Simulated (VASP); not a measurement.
# Ge (I4_1/amd) in VASP: single point with PBEsol

Aim: the single point of Ge with PBEsol.

All numbers are computed with VASP 6.6.1; they aren't measurements. Logs are shortened: lines on timing, memory, paths and dates and some standing lists are left out, and cuts for length are marked.

### 1 The cell of the first run

Symmetry: I4_1/amd, No. 141, tetragonal system. Conventional cell: a = 5.149 Å, b = 5.149 Å, c = 3.074 Å, α = 90.00°, β = 90.00°, γ = 90.00°. Ge (site symmetry -4m2) has 10 Ge at 2.69 to 3.46 Å within 3.5 Å.

### 2 Single point, PBEsol (strain +0.1000 x Voigt [0, 0, 1, 0, 0, 0])

Input file INCAR:

```
PREC = Accurate
ENCUT = 520
EDIFF = 1E-6
ISMEAR = 0
SIGMA = 0.15
LREAL = False
LASPH = True
NELM = 80
ALGO = Normal
ISIF = 2
LWAVE = False
LCHARG = False
GGA = PS
NBANDS = 21
```

Input file KPOINTS:

```
regular mesh
0
Gamma
  20 20 20
```

Input file POSCAR:

```
Ge
1.0
   -2.5744897190      2.5744897190      1.5371539075
    2.5744897190     -2.5744897190      1.5371539075
    2.5744897190      2.5744897190     -1.5371539075
Ge
2
Direct
    0.2500000000      0.7500000000      0.5000000000
    0.5000000000      0.5000000000      0.0000000000
```

Potentials or basis: VASP PAW PBE potentials, release 64 (Ge_d).

Command:

```console
cat potpaw_PBE.64/Ge_d/POTCAR > POTCAR
mpirun -np 1 vasp_std > vasp.out
```

OUTCAR:

```text
PREC = Accurate
   ENCUT = 520
   EDIFF = 1E-6
   ISMEAR = 0
   LREAL = False
   LASPH = True
   NELM = 80
   ISIF = 2
   GGA = PS

 ion  position               nearest neighbor table
   1  0.250  0.750  0.500-   2 2.69   2 2.69   2 2.69   2 2.69
   2  0.500  0.500  0.000-   1 2.69   1 2.69   1 2.69   1 2.69

  LATTYP: Found a body centered tetragonal cell.
 ALAT       =     5.1489794380
 C/A-ratio  =     0.5970712938

  Lattice vectors:

 A1 = (  -2.5744897190,   2.5744897190,   1.5371539075)
 A2 = (   2.5744897190,  -2.5744897190,   1.5371539075)
 A3 = (   2.5744897190,   2.5744897190,  -1.5371539075)

Analysis of symmetry for initial positions (statically):
=====================================================================
 Subroutine PRICEL returns:
 Original cell was already a primitive cell.

 Routine SETGRP: Setting up the symmetry group for a
 body centered tetragonal supercell.

 Subroutine GETGRP returns: Found 16 space group operations
 (whereof  8 operations were pure point group operations)
 out of a pool of 16 trial point group operations.

The static configuration has the point symmetry D_2d.
 The point group associated with its full space group is D_4h.

Analysis of symmetry for dynamics (positions and initial velocities):
=====================================================================
 Subroutine PRICEL returns:
 Original cell was already a primitive cell.

 Routine SETGRP: Setting up the symmetry group for a
 body centered tetragonal supercell.

 Subroutine GETGRP returns: Found 16 space group operations
 (whereof  8 operations were pure point group operations)
 out of a pool of 16 trial point group operations.

The dynamic configuration has the point symmetry D_2d.
 The point group associated with its full space group is D_4h.

 Subroutine INISYM returns: Found 16 space group operations
 (whereof  8 operations are pure point group operations),
 and found     1 'primitive' translations

----------------------------------------------------------------------------------------

                                     Primitive cell

  volume of cell :      40.7530

  direct lattice vectors                    reciprocal lattice vectors
    -2.574489719  2.574489719  1.537153908     0.000000000  0.194213244  0.325276472
     2.574489719 -2.574489719  1.537153908     0.194213244  0.000000000  0.325276472
     2.574489719  2.574489719 -1.537153908     0.194213244  0.194213244  0.000000000
[... 76 lines left out ...]
   ISTART =      0    job   : 0-new  1-cont  2-samecut
   ICHARG =      2    charge: 1-file 2-atom 10-const
   ISPIN  =      1    spin polarized calculation?
   LNONCOLLINEAR =      F non collinear calculations
   LSORBIT =      F    spin-orbit coupling
   LASPH  =      T    aspherical Exc in radial PAW
   ENCUT  =  520.0 eV  38.22 Ry    6.18 a.u.   7.35  7.35  7.35*2*pi/ulx,y,z
   NELM   =     80;   NELMIN=  2; NELMDL= -5     # of ELM steps
   EDIFF  = 0.1E-05   stopping-criterion for ELM
   LREAL  =      F    real-space projection
   EDIFFG = 0.1E-04   stopping-criterion for IOM
   NSW    =      0    number of steps for IOM
   IBRION =     -1    ionic relax: 0-MD 1-quasi-New 2-CG
   NFREE  =      0    steps in history (QN), initial steepest desc. (CG)
   ISIF   =      2    stress and relaxation
   ISYM   =      2    0-nonsym 1-usesym 2-fastsym
   POTIM  = 0.5000    time-step for ionic-motion
   TEBEG  =    0.0;   TEEND  =   0.0 temperature during run
   PSTRESS=    0.0 pullay stress
   NELECT =      28.0000    total number of electrons
   NUPDOWN=      -1.0000    fix difference up-down
   EMIN   =  10.00;   EMAX   =-10.00  energy-range for DOS
   EFERMI =   0.00;   METHOD = LEGACY
   ISMEAR =     0;   SIGMA  =   0.15  broadening in eV -4-tet -1-fermi 0-gaus
   EFERMI_NEDOS =   21; number of points for ismear=-14 and -15
   IALGO  =     38    algorithm
   IMIX   =      4    mixing-type and parameters
     AMIX     =   0.40;   BMIX     =  1.00
     AMIX_MAG =   1.60;   BMIX_MAG =  1.00
  volume/ion in A,a.u.               =      20.38       137.51
  Fermi-wavevector in a.u.,A,eV,Ry     =   1.444578  2.729856 28.392708  2.086805
  Thomas-Fermi vector in A             =   2.562857
   LORBIT       =      0    0 simple, 1 ext, 2 COOP (PROOUT), +10 PAW based schemes
   GGA     = PS    functional components
   LHFCALC =     F    Hartree Fock is set to
   AEXX    =    0.0000 exact exchange contribution
   IVDW    =     0    specifies the selected vdW correction
   LEPSILON=     F    determine dielectric tensor
   LRPA    =     F    only Hartree local field effects (RPA)
 non-spin polarized calculation
 Gauss-broadening in eV      SIGMA  =   0.15
  energy-cutoff  :      520.00
  volume of cell :       40.75
 maximum number of plane-waves:      1121
 NGX is ok and might be reduce to    30
   NGX = 15   NGY = 15   NGZ = 15

 number of electron      28.0000023 magnetization

 Free energy of the ion-electron system (eV)
  ---------------------------------------------------
  ext. energy  EPLUGINS =         0.00000000
  ---------------------------------------------------
  free energy    TOTEN  =        -9.43753497 eV

  energy without entropy =       -9.42854301  energy(sigma->0) =       -9.43303899

 E-fermi :   5.6388     XC(G=0): -10.9886

 val. band max:        5.6368192753   @ k =   0.4500   0.3000   0.0500
 cond. band min:       5.6440506422   @ k =   0.5000   0.1500   0.0500
 fundamental gap:      0.0072313669
 Fermi energy:         5.6388395031

 k-point     1 :       0.0000    0.0000    0.0000
  band No.  band energies     occupation
      1     -18.9642      2.00000
      2     -18.8981      2.00000
      3     -18.8955      2.00000
      4     -18.8709      2.00000
      5     -18.8328      2.00000
      6     -18.8328      2.00000
[... 565 lines left out ...]
     20      14.2355      0.00000
     21      17.1025      0.00000

 [... further k-points ...]
[... 5 lines left out ...]
  --------------------------------------------------------------------------------------
  -------------------------------------------------------------------------------------
  Total       -1.2926562     -1.2926562     -1.9359331      0.0000000     -0.0000000      0.0000000
  in kB      -50.8199167    -50.8199167    -76.1099173      0.0000000     -0.0000000      0.0000000
  external PRESSURE =     -59.2499169 kB  Pullay stress =       0.0000000 kB

 VOLUME and BASIS-vectors are now :
 -----------------------------------------------------------------------------
  energy-cutoff  :      520.00
  volume of cell :       40.75
      direct lattice vectors                 reciprocal lattice vectors
    -2.574489719  2.574489719  1.537153908     0.000000000  0.194213244  0.325276472
     2.574489719 -2.574489719  1.537153908     0.194213244  0.000000000  0.325276472
     2.574489719  2.574489719 -1.537153908     0.194213244  0.194213244  0.000000000

 POSITION                                       TOTAL-FORCE (eV/Angst)
 -----------------------------------------------------------------------------------
      2.57449      0.00000      0.76858         0.000000     -0.000000     -0.000000
      0.00000      0.00000      1.53715        -0.000000      0.000000      0.000000
 -----------------------------------------------------------------------------------
    total drift:                                0.000000     -0.000000      0.000000

  FREE ENERGIE OF THE ION-ELECTRON SYSTEM (eV)
  ---------------------------------------------------
  free  energy   TOTEN  =        -9.4375349673 eV

  energy  without entropy=       -9.4285430120  energy(sigma->0) =       -9.43303899
```

stdout:

```text
POSCAR found type information on POSCAR Ge
 POSCAR found :  1 types and       2 ions
 scaLAPACK will be used
 -----------------------------------------------------------------------------
|                                                                             |
|                                                                             |
|     You enforced a specific xc type in the INCAR file but a different       |
|     I HOPE YOU KNOW WHAT YOU ARE DOING!                                     |
|                                                                             |
 -----------------------------------------------------------------------------

 LDA part: xc-table for (Slater+PW92), standard interpolation
 POSCAR, INCAR and KPOINTS ok, starting setup
 FFT: planning ... GRIDC
 FFT: planning ... GRID_SOFT
 FFT: planning ... GRID
 WAVECAR not read
 entering main loop
```

Run time: 11 min. Hardware: 1 thread of Oxide Virtual Turin-like, shared host; peak memory 0.48 GiB.

What came out:

* Free energy: -9.4375 eV
* Pressure: -5.9 GPa
* Band gap on the k mesh: zero (band 14 reaches 7.76 eV, above the bottom of band 15 at 2.57 eV)

Stress tensor (GPa, compression positive):
```
-5.08  0.00  0.00
 0.00 -5.08  0.00
 0.00  0.00 -7.61
```

Caveat: the cell differs from its parent crystal (strain +0.1000 x Voigt [0, 0, 1, 0, 0, 0]); the PAW data sets were made with another functional, which shifts forces and pressure a little.
